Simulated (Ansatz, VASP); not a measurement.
One calculation of WAu, two programs

INCAR

```
PREC = Accurate ; ENCUT = 600
EDIFF = 1E-7 ; ISMEAR = -1
SIGMA = 0.05 ; LREAL = False
LASPH = True ; NELM = 60
ALGO = Fast ; ISIF = 3
LWAVE = False ; LCHARG = False
GGA = PE ; IVDW = 12
IBRION = 2 ; NSW = 60
EDIFFG = -0.01
```

File KPOINTS:

```
regular mesh
0
Gamma
  8 8 8
```

File POSCAR:

```
WAu
1.0
    0.0000000000      2.7479792600      2.7479792600
    2.7479792600      0.0000000000      2.7479792600
    2.7479792600      2.7479792600      0.0000000000
W Au
1 1
Direct
    0.0000000000      0.0000000000      0.0000000000
    0.7500000000      0.7500000000      0.7500000000
```

The input input.yaml:

```yaml
crystal:
  lattice:
    - [0.0, 2.74797926, 2.74797926]
    - [2.74797926, 0.0, 2.74797926]
    - [2.74797926, 2.74797926, 0.0]
  atoms:
    - { symbol: W, position: [0.0, 0.0, 0.0] }
    - { symbol: Au, position: [0.75, 0.75, 0.75] }
hamiltonian:
  xc: pbe
  pseudopotentials: { kind: paw }
  dispersion: d3bj
kpoints:
  mp_grid: { grid: [8, 8, 8] }
scf:
  occupations: { method: fermi_dirac, width: 0.05 }
output:
  forces: true
  stress: true
  eigenvalues: true
  write_density: true
  write_potential: true
  elf: true
  volumetric_format: npy
relax:
  f_tol: 0.01
  max_steps: 40
  cell: { stress_tol: 0.05 }
```

Alike in both runs: task relaxation of cell and atoms; functional PBE; dispersion D3(BJ); k mesh 8 × 8 × 8; occupations fermi-dirac, width 0.05 eV; no spin polarisation.

|  | VASP | Ansatz |
| --- | --- | --- |
| version | VASP 6.6.1 | Ansatz 0.2.0 |
| potentials or method | VASP PAW PBE potentials, release 64 (W_sv, Au) | Ansatz PAW |
| plane-wave cutoff (eV) | 600 | 420 |
| valence electrons in the cell | 25 | 33 |

|  | VASP | Ansatz | Ansatz less VASP |
| --- | --- | --- | --- |
| gap on the k mesh at the Fermi level, each at its own relaxed structure (eV) | none | none | - |
| relaxed volume (Å³/atom) | 23.95 | 23.94 | -0.018 |
| relaxed cell length with the largest relative difference (Å) | 4.077 | 4.076 | -0.0010 |

A gap of «none» marks a metal or a gap that the smearing closes. VASP's potentials hold 25 valence electrons a cell and Ansatz's 33, so a difference there can come from the potentials and not from the codes.

Neither program's run includes spin-orbit coupling. Noted on VASP's run: the volume moved by over 15 % at a fixed basis, so the end points are rough. Noted on Ansatz's run: the volume moved by over 15 % at a fixed basis, so the end points are rough; the plane-wave basis is chosen anew once the cell has moved, so the energies of steps on either side of that aren't comparable.
